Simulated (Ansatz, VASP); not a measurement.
One calculation of Mo, two programs

INCAR

```
PREC = Accurate
ENCUT = 520
EDIFF = 1E-6
ISMEAR = -1
SIGMA = 0.1
LREAL = False
LASPH = True
NELM = 100
ALGO = Normal
ISIF = 2
LWAVE = False
LCHARG = False
GGA = RP
NBANDS = 21
```

The input KPOINTS:

```
Automatic mesh
0
Gamma
  11 11 11
```

File POSCAR:

```
Mo
1.0
    0.0000000000      2.8257474988      2.8257474988
    2.8257474988      0.0000000000      2.8257474988
    2.8257474988      2.8257474988      0.0000000000
Mo
2
Direct
    0.1250000000      0.1250000000      0.1250000000
    0.8750000000      0.8750000000      0.8750000000
```

Input for Ansatz:

```yaml
crystal:
  lattice:
    - [0.0, 2.8257474988, 2.8257474988]
    - [2.8257474988, 0.0, 2.8257474988]
    - [2.8257474988, 2.8257474988, 0.0]
  atoms:
    - { symbol: Mo, position: [0.125, 0.125, 0.125] }
    - { symbol: Mo, position: [0.875, 0.875, 0.875] }
hamiltonian:
  xc: rpbe
  pseudopotentials:
    kind: paw
    azcp:
      Mo: "pseudopotentials/Mo.paw.azcp"
basis:
  ecutwfc: 420
  fft_grid_basis: typed
kpoints:
  mp_grid: { grid: [11, 11, 11], shift: [0, 0, 0] }
magnetization:
  spin_polarized: false
scf:
  occupations: { method: fermi_dirac, width: 0.1 }
  lower_state_search: "off"
output:
  stress: true
  write_density: true
  write_potential: true
  elf: true
  volumetric_format: npy
```

Alike in both runs: task single point; functional RPBE; k mesh 11 × 11 × 11; occupations fermi-dirac, width 0.1 eV; no spin polarisation.

|  | VASP | Ansatz |
| --- | --- | --- |
| version | VASP 6.6.1 | Ansatz 0.2.0 |
| potentials or method | VASP PAW PBE potentials, release 64 (Mo_sv), cutoff 520 eV | plane waves (420 eV) with PAW, scalar-relativistic |
| valence electrons in the cell | 28 | 28 |

|  | VASP | Ansatz | Ansatz less VASP |
| --- | --- | --- | --- |
| pressure (GPa) | 4.8 | 4.4 | -0.41 |

VASP's potentials were made for PBE, not for RPBE. The functional is the same, so the differences come from potentials, cutoffs and numerics.
